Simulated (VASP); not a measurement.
# TiO2 (P4_2/mnm) in VASP: notebook, part 3 of 3

VASP 6.6.1. The steps go on from the part before.

### 5 Single point, BLYP

This run uses another cell than the first one, of 10.02 Å³/atom.

Contents of INCAR:

```
SYSTEM = TiO2
AGGAC    = 1.0          
AGGAX    = 1.0          
ALDAC    = 0.0          
ALDAX    = 1.0          
ALGO     = Normal         ! electronic algorithm
EDIFF    = 1E-7           ! SCF threshold, eV
ENCUT    = 520            ! plane-wave cutoff, eV
GGA      = B5             ! functional
ISIF     = 2              ! what is computed and relaxed
ISMEAR   = -1             ! smearing method
LASPH    = .True.         ! aspherical terms in the spheres
LCHARG   = .False.        ! write CHGCAR
LREAL    = .False.        ! projectors in reciprocal space
LWAVE    = .False.        ! write WAVECAR
NBANDS   = 33             ! bands
NELM     = 60             ! most SCF steps
PREC     = Accurate       ! precision mode
SIGMA    = 0.05           ! smearing width, eV
```

Contents of KPOINTS:

```
k-points
0
Gamma
  6 6 9
  0 0 0
```

Contents of POSCAR:

```
TiO2
1.0
    4.5376697393      0.0000000000      0.0000000000
    0.0000000000      4.5376697393      0.0000000000
    0.0000000000      0.0000000000      2.9192192849
Ti O
2 4
Direct
    0.0000000000      0.0000000000      0.5000000000
    0.5000000000      0.5000000000      0.0000000000
    0.3043213200      0.3043213200      0.5000000000
    0.1956786800      0.8043213200      0.0000000000
    0.8043213200      0.1956786800      0.0000000000
    0.6956786800      0.6956786800      0.5000000000
```

Potentials or basis: VASP PAW PBE potentials, release 64 (Ti_sv, O).

The run is started by

```bash
$ cat potpaw_PBE.64/Ti_sv/POTCAR potpaw_PBE.64/O/POTCAR > POTCAR
$ mpirun -np 1 vasp_std > vasp.out
```

OUTCAR:

```text
SYSTEM = TiO2
   EDIFF = 1E-7
   ENCUT = 520
   GGA = B5
   ISIF = 2
   ISMEAR = -1
   LASPH = .True.
   LREAL = .False.
   NELM = 60
   PREC = Accurate

 ion  position               nearest neighbor table
   1  0.000  0.000  0.500-   4 1.93   5 1.93   4 1.93   5 1.93   3 1.95   6 1.95
   2  0.500  0.500  0.000-   3 1.93   6 1.93   3 1.93   6 1.93   5 1.95   4 1.95
   3  0.304  0.304  0.500-   2 1.93   2 1.93   1 1.95
   4  0.196  0.804  0.000-   1 1.93   1 1.93   2 1.95
   5  0.804  0.196  0.000-   1 1.93   1 1.93   2 1.95
   6  0.696  0.696  0.500-   2 1.93   2 1.93   1 1.95

  LATTYP: Found a simple tetragonal cell.
 ALAT       =     4.5376697393
 C/A-ratio  =     0.6433300466

  Lattice vectors:

 A1 = (   4.5376697393,   0.0000000000,   0.0000000000)
 A2 = (   0.0000000000,   4.5376697393,   0.0000000000)
 A3 = (   0.0000000000,   0.0000000000,   2.9192192849)

Analysis of symmetry for initial positions (statically):
=====================================================================
 Subroutine PRICEL returns:
 Original cell was already a primitive cell.

 Routine SETGRP: Setting up the symmetry group for a
 simple tetragonal supercell.

 Subroutine GETGRP returns: Found 16 space group operations
 (whereof  8 operations were pure point group operations)
 out of a pool of 16 trial point group operations.

The static configuration has the point symmetry D_2h.
 The point group associated with its full space group is D_4h.

Analysis of symmetry for dynamics (positions and initial velocities):
=====================================================================
 Subroutine PRICEL returns:
 Original cell was already a primitive cell.

 Routine SETGRP: Setting up the symmetry group for a
 simple tetragonal supercell.

 Subroutine GETGRP returns: Found 16 space group operations
 (whereof  8 operations were pure point group operations)
 out of a pool of 16 trial point group operations.

The dynamic configuration has the point symmetry D_2h.
 The point group associated with its full space group is D_4h.

 Subroutine INISYM returns: Found 16 space group operations
 (whereof  8 operations are pure point group operations),
 and found     1 'primitive' translations

----------------------------------------------------------------------------------------

                                     Primitive cell

  volume of cell :      60.1080

  direct lattice vectors                    reciprocal lattice vectors
     4.537669739  0.000000000  0.000000000     0.220377431  0.000000000  0.000000000
     0.000000000  4.537669739  0.000000000     0.000000000  0.220377431  0.000000000
     0.000000000  0.000000000  2.919219285     0.000000000  0.000000000  0.342557342

  length of vectors
     4.537669739  4.537669739  2.919219285     0.220377431  0.220377431  0.342557342

  position of ions in fractional coordinates (direct lattice)
     0.000000000  0.000000000  0.500000000
     0.500000000  0.500000000  0.000000000
     0.304321320  0.304321320  0.500000000
     0.195678680  0.804321320  0.000000000
     0.804321320  0.195678680  0.000000000
     0.695678680  0.695678680  0.500000000

  ion indices of the primitive-cell ions
   primitive index   ion index
                 1           1
[... 25 lines left out ...]
     0.000000000  0.000000000  0.000000000

 Subroutine IBZKPT returns following result:
 ===========================================

 Found     50 irreducible k-points:

 Following reciprocal coordinates:
            Coordinates               Weight
  0.000000  0.000000  0.000000      1.000000
  0.166667  0.000000  0.000000      4.000000
  0.333333  0.000000  0.000000      4.000000
  0.500000  0.000000  0.000000      2.000000
  0.166667  0.166667  0.000000      4.000000
  0.333333  0.166667  0.000000      8.000000
[... 16 lines left out ...]
  0.333333  0.000000  0.222222      8.000000
  0.500000  0.000000  0.222222      4.000000
 [... further k-points ...]
   k-points           NKPTS =     50   k-points in BZ     NKDIM =     50   number of bands    NBANDS=     33
   number of dos      NEDOS =    301   number of ions     NIONS =      6
   total plane-waves  NPLWV =  31104
   dimension x,y,z NGX =    36 NGY =   36 NGZ =   24
   dimension x,y,z NGXF=    72 NGYF=   72 NGZF=   48
   ions per type =               2   4
   NGX,Y,Z   is equivalent  to a cutoff of  13.19, 13.19, 13.67 a.u.
   NGXF,Y,Z  is equivalent  to a cutoff of  26.38, 26.38, 27.34 a.u.
 SYSTEM =  TiO2
   PREC   = accura    normal or accurate (medium, high low for compatibility)
   ISTART =      0    job   : 0-new  1-cont  2-samecut
   ICHARG =      2    charge: 1-file 2-atom 10-const
   ISPIN  =      1    spin polarized calculation?
   LNONCOLLINEAR =      F non collinear calculations
   LSORBIT =      F    spin-orbit coupling
   LASPH  =      T    aspherical Exc in radial PAW
   ENCUT  =  520.0 eV  38.22 Ry    6.18 a.u.   8.44  8.44  5.43*2*pi/ulx,y,z
   NELM   =     60;   NELMIN=  2; NELMDL= -5     # of ELM steps
   EDIFF  = 0.1E-06   stopping-criterion for ELM
   LREAL  =      F    real-space projection
   EDIFFG = 0.1E-05   stopping-criterion for IOM
   NSW    =      0    number of steps for IOM
   IBRION =     -1    ionic relax: 0-MD 1-quasi-New 2-CG
   NFREE  =      0    steps in history (QN), initial steepest desc. (CG)
   ISIF   =      2    stress and relaxation
   ISYM   =      2    0-nonsym 1-usesym 2-fastsym
   POTIM  = 0.5000    time-step for ionic-motion
   TEBEG  =    0.0;   TEEND  =   0.0 temperature during run
   PSTRESS=    0.0 pullay stress
   NELECT =      48.0000    total number of electrons
   NUPDOWN=      -1.0000    fix difference up-down
   EMIN   =  10.00;   EMAX   =-10.00  energy-range for DOS
   EFERMI =   0.00;   METHOD = LEGACY
   ISMEAR =    -1;   SIGMA  =   0.05  broadening in eV -4-tet -1-fermi 0-gaus
   EFERMI_NEDOS =   21; number of points for ismear=-14 and -15
   IALGO  =     38    algorithm
   IMIX   =      4    mixing-type and parameters
     AMIX     =   0.40;   BMIX     =  1.00
     AMIX_MAG =   1.60;   BMIX_MAG =  1.00
  volume/ion in A,a.u.               =      10.02        67.60
  Fermi-wavevector in a.u.,A,eV,Ry     =   1.518837  2.870185 31.386803  2.306865
  Thomas-Fermi vector in A             =   2.627904
   LORBIT       =      0    0 simple, 1 ext, 2 COOP (PROOUT), +10 PAW based schemes
   GGA     = B5    functional components
   LHFCALC =     F    Hartree Fock is set to
   AEXX    =    0.0000 exact exchange contribution
   IVDW    =     0    specifies the selected vdW correction
   LEPSILON=     F    determine dielectric tensor
   LRPA    =     F    only Hartree local field effects (RPA)
 non-spin polarized calculation
  energy-cutoff  :      520.00
  volume of cell :       60.11
 maximum number of plane-waves:      1640
 NGX is ok and might be reduce to    36
   NGX = 17   NGY = 17   NGZ = 11

 number of electron      48.0000003 magnetization

 Free energy of the ion-electron system (eV)
  ---------------------------------------------------
  ext. energy  EPLUGINS =         0.00000000
  ---------------------------------------------------
  free energy    TOTEN  =       -51.17097142 eV

  energy without entropy =      -51.17097142  energy(sigma->0) =      -51.17097142

 E-fermi :   6.4899     XC(G=0): -11.1377

 val. band max:        5.5446115111   @ k =   0.0000   0.0000   0.0000
 cond. band min:       7.4772353903   @ k =   0.0000   0.0000   0.0000
 fundamental gap:      1.9326238792
 Fermi energy:         6.4898511049

 k-point     1 :       0.0000    0.0000    0.0000
  band No.  band energies     occupation
      1     -51.0733      2.00000
      2     -51.0521      2.00000
      3     -27.5595      2.00000
      4     -27.5595      2.00000
      5     -27.3680      2.00000
      6     -27.3680      2.00000
[... 853 lines left out ...]
     32      11.0220      0.00000
     33      12.3652      0.00000

 [... further k-points ...]
[... 5 lines left out ...]
  --------------------------------------------------------------------------------------
  -------------------------------------------------------------------------------------
  Total        8.0256874      8.0256874      9.3366269     -0.0000000      0.0000000      0.0000000
  in kB      213.9244062    213.9244062    248.8674499     -0.0000000      0.0000000      0.0000000
  external PRESSURE =     225.5720874 kB  Pullay stress =       0.0000000 kB

 VOLUME and BASIS-vectors are now :
 -----------------------------------------------------------------------------
  energy-cutoff  :      520.00
  volume of cell :       60.11
      direct lattice vectors                 reciprocal lattice vectors
     4.537669739  0.000000000  0.000000000     0.220377431  0.000000000  0.000000000
     0.000000000  4.537669739  0.000000000     0.000000000  0.220377431  0.000000000
     0.000000000  0.000000000  2.919219285     0.000000000  0.000000000  0.342557342

 POSITION                                       TOTAL-FORCE (eV/Angst)
 -----------------------------------------------------------------------------------
      0.00000      0.00000      1.45961         0.000000      0.000000     -0.000000
      2.26883      2.26883      0.00000         0.000000      0.000000     -0.000000
      1.38091      1.38091      1.45961        -0.218905     -0.218905      0.000000
      0.88793      3.64974      0.00000         0.218905     -0.218905     -0.000000
      3.64974      0.88793      0.00000        -0.218905      0.218905     -0.000000
      3.15676      3.15676      1.45961         0.218905      0.218905     -0.000000
 -----------------------------------------------------------------------------------
    total drift:                                0.000000      0.000000      0.000000

  FREE ENERGIE OF THE ION-ELECTRON SYSTEM (eV)
  ---------------------------------------------------
  free  energy   TOTEN  =       -51.1709714155 eV

  energy  without entropy=      -51.1709714152  energy(sigma->0) =      -51.17097142
```

Wall time 3 min (1 thread of Intel Xeon 8259CL, shared host); peak memory 0.22 GiB.

Results:

```yaml
Free_energy: -51.1710 eV
Pressure: 22.6 GPa
Largest_force: 0.310 eV/Å
Band_gap_on_the_k_mesh: 1.93 eV
```

Forces in eV/Å, atoms in the order of the input:
```
Ti   0.000  0.000  0.000
Ti   0.000  0.000  0.000
O   -0.219 -0.219  0.000
O    0.219 -0.219  0.000
O   -0.219  0.219  0.000
O    0.219  0.219  0.000
```

Levels at points of the mesh, in eV from the valence-band top:
```tsv
k point	band 22	band 23	band 24	band 25	band 26	band 27
(0.00, 0.00, 0.00)	-0.46	-0.46	0.00	1.93	2.26	2.48
(0.50, 0.00, 0.00)	-1.67	-0.76	-0.76	2.65	2.65	3.15
(0.50, 0.50, 0.00)	-1.31	-1.07	-1.07	1.98	1.98	2.61
```

Caveat: the cell stands under pressure; the PAW data sets were made with another functional, which shifts forces and pressure a little. A k mesh can miss the band edges.

### 6 Summary

```tsv
level	potentials or basis	cell	k mesh	gap on the mesh (eV)	pressure (GPa)	largest force (eV/Å)
PBE	VASP PAW PBE potentials, release 64 (Ti_sv, O)	a = 4.600, b = 4.600, c = 2.959 Å, 6 atoms	4 × 4 × 7	1.84	4.9	0.02
BLYP	VASP PAW PBE potentials, release 64 (Ti_sv, O)	a = 4.506, b = 4.506, c = 2.899 Å, 6 atoms	6 × 6 × 9	1.98	29.3	0.43
LDA	VASP PAW LDA potentials, release 64 (Ti_sv, O)	a = 4.506, b = 4.506, c = 2.899 Å, 6 atoms	6 × 6 × 9	1.90	8.3	0.22
BLYP	VASP PAW PBE potentials, release 64 (Ti_sv, O)	a = 4.538, b = 4.538, c = 2.919 Å, 6 atoms	6 × 6 × 9	1.93	22.6	0.31
```

Alike in all rows: task single point; no spin polarisation; cutoff (eV) 520; smearing fermi-dirac 0.05 eV.

Caveats: the cell stands under pressure (at least some runs); the PAW data sets were made with another functional, which shifts forces and pressure a little (at least some runs); the stress differs along the axes, from 28 to 33 GPa (at least some runs).

Absolute energies hang on the potentials; compare differences alone.
